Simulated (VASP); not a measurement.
Al4B3P:

```
Al B P
1.0
     3.02383    0.00000    0.00000
    -1.51192    2.61872    0.00000
     0.00000    0.00000   24.19594
Al B P
8 6 2
Direct
  0.66667 0.33333 0.35977
  0.00000 0.00000 0.79310
  0.00000 0.00000 0.20690
  0.00000 0.00000 0.93076
  0.00000 0.00000 0.06924
  0.33333 0.66667 0.64023
  0.33333 0.66667 0.45288
  0.66667 0.33333 0.54712
  0.66667 0.33333 0.86339
  0.33333 0.66667 0.86145
  0.33333 0.66667 0.13661
  0.66667 0.33333 0.13855
  0.33333 0.66667 0.99952
  0.66667 0.33333 0.00048
  0.33333 0.66667 0.28071
  0.66667 0.33333 0.71929
```

| Item | Value |
| --- | --- |
| Program | VASP 6.6.1 |
| Task | relaxation of cell and atoms |
| Functional | PBE |
| Potentials or basis | VASP PAW PBE potentials, release 64 (Al, B, P) |
| Cutoff | 600 eV |
| k mesh | 12 × 12 × 2 |
| Occupations | gaussian, width 0.1 eV |
| Spin | no spin polarisation |

At the start: pressure -0.5 GPa; volume 11.97 Å³/atom.

Problem. How do energy, volume and symmetry change on relaxing?

Solution. Over 13 steps the energy falls by 2.4 meV/atom and the volume is 11.90 Å³/atom (-0.6 %); space group P-3m1 (No. 164, to 0.1 Å) before and after.

The path:
```tsv
step	energy change (eV)	largest force (eV/Å)	pressure (GPa)	volume (Å³)
1	0.0000	0.1726	-0.48	191.60
2	-0.0350	0.0656	0.01	190.59
3	-0.0351	0.0825	0.04	190.52
4	-0.0364	0.0425	0.01	190.58
5	-0.0369	0.0480	-0.03	190.64
6	-0.0373	0.0277	-0.01	190.58
7	-0.0375	0.0344	0.04	190.50
8	-0.0379	0.0306	0.00	190.54
9	-0.0383	0.0263	-0.09	190.65
10	-0.0384	0.0309	-0.12	190.67
11	-0.0386	0.0155	0.10	190.33
12	-0.0386	0.0190	0.05	190.40
13	-0.0387	0.0072	0.00	190.47
```

Final structure:
```yaml
crystal:
  lattice:
    - [3.03871, 0.00000, 0.00000]
    - [-1.51935, 2.63160, 0.00000]
    - [0.00000, 0.00000, 23.81840]
  atoms:
    - { symbol: Al, position: [0.66667, 0.33333, 0.36011] }
    - { symbol: Al, position: [0.00000, 0.00000, 0.79253] }
    - { symbol: Al, position: [0.00000, 0.00000, 0.20747] }
    - { symbol: Al, position: [0.00000, 0.00000, 0.93070] }
    - { symbol: Al, position: [0.00000, 0.00000, 0.06930] }
    - { symbol: Al, position: [0.33333, 0.66667, 0.63989] }
    - { symbol: Al, position: [0.33333, 0.66667, 0.45347] }
    - { symbol: Al, position: [0.66667, 0.33333, 0.54653] }
    - { symbol: B, position: [0.66667, 0.33333, 0.86310] }
    - { symbol: B, position: [0.33333, 0.66667, 0.86051] }
    - { symbol: B, position: [0.33333, 0.66667, 0.13690] }
    - { symbol: B, position: [0.66667, 0.33333, 0.13949] }
    - { symbol: B, position: [0.33333, 0.66667, 0.99933] }
    - { symbol: B, position: [0.66667, 0.33333, 0.00067] }
    - { symbol: P, position: [0.33333, 0.66667, 0.28162] }
    - { symbol: P, position: [0.66667, 0.33333, 0.71838] }
```
